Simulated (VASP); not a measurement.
# LuPbBr5: relaxation of cell and atoms with PBEsol

The system is LuPbBr5.

```
CELL_PARAMETERS angstrom
5.14485 0.00000 0.00000
0.00000 5.14485 0.00000
0.00000 0.00000 8.96430
ATOMIC_POSITIONS crystal
Lu 0.00000 0.00000 0.50000
Pb 0.50000 0.50000 0.00000
Br 0.00000 0.00000 0.00000
Br 0.50000 0.00000 0.70479
Br 0.00000 0.50000 0.70479
Br 0.50000 0.00000 0.29521
Br 0.00000 0.50000 0.29521
```

```
Program                : VASP 6.6.1
Task                   : relaxation of cell and atoms
Functional             : PBEsol
Potentials or basis    : VASP PAW PBE potentials, release 64 (Lu, Pb_d, Br)
Cutoff                 : 600 eV
k mesh                 : 4 × 4 × 2
Occupations            : fermi-dirac, width 0.03 eV
Spin                   : no spin polarisation
Dipole correction      : no
Further INCAR settings : ALGO = Normal; EDIFF = 1e-07; IBRION = 2; EDIFFG = -0.01; NSW = 100; ISIF = 3
```

```json
{"Relaxed volume": "26.86 Å³/atom", "Relaxed cell": "a = 4.782 Å, b = 4.782 Å, c = 8.224 Å, α = 90.00°, β = 90.00°, γ = 90.00°", "Space group after relaxing (to 0.1 Å)": "P4/mmm (No. 123)", "Energy gained by relaxing": "196.3 meV/atom", "Ionic steps": "7", "Pressure after relaxing": "0.0 GPa", "Largest force after relaxing": "0.004 eV/Å", "Band gap on the k mesh": "1.38 eV (least direct gap 1.45 eV)"}
```

Forces on the atoms (eV/Å):
```
Lu   0.000  0.000  0.000
Pb   0.000  0.000  0.000
Br   0.000  0.000  0.000
Br   0.000  0.000 -0.004
Br   0.000  0.000 -0.004
Br   0.000  0.000  0.004
Br   0.000  0.000  0.004
```

The path:
```
step  energy change (eV)  largest force (eV/Å)  pressure (GPa)  volume (Å³)
   1              0.0000                0.6229           -6.88       237.28
   2             -1.3641                0.1245           -0.71       190.74
   3             -1.3716                0.0750           -0.03       187.96
   4             -1.3712                0.0582            0.23       187.05
   5             -1.3735                0.0352           -0.03       188.10
   6             -1.3736                0.0291           -0.10       188.38
   7             -1.3739                0.0039            0.00       188.03
```

Final structure:
```
Lu Pb Br
1.0
     4.78157    0.00000    0.00000
     0.00000    4.78157    0.00000
     0.00000    0.00000    8.22400
Lu Pb Br
1 1 5
Direct
  0.00000 0.00000 0.50000
  0.50000 0.50000 0.00000
  0.00000 0.00000 0.00000
  0.50000 0.00000 0.70045
  0.00000 0.50000 0.70045
  0.50000 0.00000 0.29955
  0.00000 0.50000 0.29955
```

Levels at points of the mesh, in eV from the valence-band top:
```tsv
k point	band 35	band 36	band 37	band 38	band 39	band 40
(0.00, 0.00, 0.00)	-0.84	-0.84	-0.54	2.22	2.52	2.97
(0.50, 0.00, 0.00)	-1.34	-1.09	-0.07	1.38	1.81	3.04
(0.50, 0.50, 0.00)	-0.48	-0.25	0.00	2.73	2.87	3.46
(0.00, 0.00, 0.50)	-0.97	-0.89	-0.89	1.55	2.97	2.98
(0.50, 0.00, 0.50)	-1.50	-0.86	-0.53	2.19	2.38	2.76
(0.50, 0.50, 0.50)	-0.49	-0.25	0.00	1.45	3.29	3.79
```

Wall time 11 min on 1 thread of Intel(R) Xeon(R) 6975P-C (Granite Rapids) (shared host), peak memory 0.49 GiB.

Caveat: the volume moved by over 15 % at a fixed basis, so the end points are rough; the PAW data sets were made with another functional, which shifts forces and pressure a little; spin-orbit coupling is left out, which moves the levels of the heavy elements. A k mesh can miss the band edges.
